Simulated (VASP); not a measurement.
A run of VASP 6.6.1 is set up as follows.

Contents of INCAR:

```
AGGAC = 1.0 ; AGGAX = 1.0
ALDAC = 0.0 ; ALDAX = 1.0
ALGO = Normal ; EDIFF = 1E-6
ENCUT = 520 ; GGA = B5
ISIF = 2 ; ISMEAR = -1
ISPIN = 2 ; LASPH = True
LCHARG = True ; LELF = True
LMAXMIX = 4 ; LORBIT = 11
LREAL = False ; LVHAR = True
LWAVE = False ; MAGMOM = 1.714
NBANDS = 14 ; NELM = 150
PREC = Accurate ; SIGMA = 0.05
```

The input KPOINTS:

```
k-points
0
Gamma
  17 17 17
```

File POSCAR:

```
Co
1.0
    0.0000000000      1.7867754460      1.7867754460
    1.7867754460      0.0000000000      1.7867754460
    1.7867754460      1.7867754460      0.0000000000
Co
1
Direct
    0.0000000000      0.0000000000      0.0000000000
```

Potentials or basis: VASP PAW PBE potentials, release 64 (Co).

Command:

```sh
$ cat potpaw_PBE.64/Co/POTCAR > POTCAR
$ mpirun -np 1 vasp_std > vasp.out
```

Q: Estimate the pressure.

A: -0.1 GPa.

Q: What does it give for the site moments?

A: Co +1.68 μB.

Q: What does it give for the net moment?

A: 1.66 μB per cell.

Caveat: the PAW data sets were made with another functional, which shifts forces and pressure a little.
